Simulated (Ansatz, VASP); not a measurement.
Co: VASP beside Ansatz

```
Co
1.0
     2.47269    0.00000    0.00000
    -1.23634    2.14141    0.00000
     0.00000    0.00000    8.08001
Co
4
Direct
  0.00000 0.00000 0.00000
  0.33333 0.66667 0.25000
  0.00000 0.00000 0.50000
  0.66667 0.33333 0.75000
```

Alike in both runs: functional r2SCAN; k mesh 18 × 18 × 6; occupations gaussian, width 0.1 eV; collinear spin.

Ansatz relaxed the structure, and its values are those at the end. VASP's run is a single point on that final structure, the one shown.

|  | VASP | Ansatz |
| --- | --- | --- |
| version | VASP 6.6.1 | Ansatz 0.2.0 |
| potentials or method | VASP PAW PBE potentials, release 64 (Co), cutoff 520 eV | scalar-relativistic, plane waves, PAW |
| valence electrons in the cell | 36 | 68 |

Ansatz gave:

* gap on the k mesh at the Fermi level (eV): none
* pressure (GPa): 0.0
* net moment per atom (μB): 1.79
* size of the moment on the site where the two differ most (μB): 1.93

Question: What did VASP give for the same quantities?

Answer: gap on the k mesh at the Fermi level (eV): none; pressure (GPa): 0.0; net moment per atom (μB): 1.79; size of the moment on the site where the two differ most (μB): 1.86.

VASP's potentials were made for PBE, not for r2SCAN. Site moments also hang on the region over which each program counts them. A gap of «none» marks a metal or a gap that the smearing closes. The functional is the same, so the differences come from potentials, cutoffs and numerics. VASP's potentials hold 36 valence electrons a cell and Ansatz's 68, so a difference there can come from the potentials and not from the codes.
